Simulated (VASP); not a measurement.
## Sc: single point with LDA

The system is Sc.

```xyz
1
Lattice="0.0000 2.0790 2.0790 2.0790 0.0000 2.0790 2.0790 2.0790 0.0000" Properties=species:S:1:pos:R:3 pbc="T T T"
Sc    0.0000    0.0000    0.0000
```

| Item | Value |
| --- | --- |
| Program | VASP 6.6.1 |
| Task | single point |
| Functional | LDA |
| Potentials or basis | VASP PAW LDA potentials, release 64 (Sc_sv) |
| Cutoff | 520 eV |
| k mesh | 15 × 15 × 15 |
| Occupations | tetrahedron |
| Spin | no spin polarisation |
| Dipole correction | no |
| Further INCAR settings | ALGO = Normal; EDIFF = 1e-06; NBANDS = 12 |

The pressure is 18.2 GPa.

Levels at points of the mesh, in eV from the Fermi level:
```csv
k point,band 2,band 3,band 4,band 5,band 6,band 7,band 8,band 9
"(0.00, 0.00, 0.00)",-26.50,-26.50,-26.50,-5.50,1.94,1.94,1.94,4.01
```

It took 6.9 s on 1 thread of Intel(R) Xeon(R) 6975P-C (Granite Rapids), with other jobs on the host, peak memory 0.14 GiB.

Caveat: tetrahedron occupations give inexact forces and stress in metals.
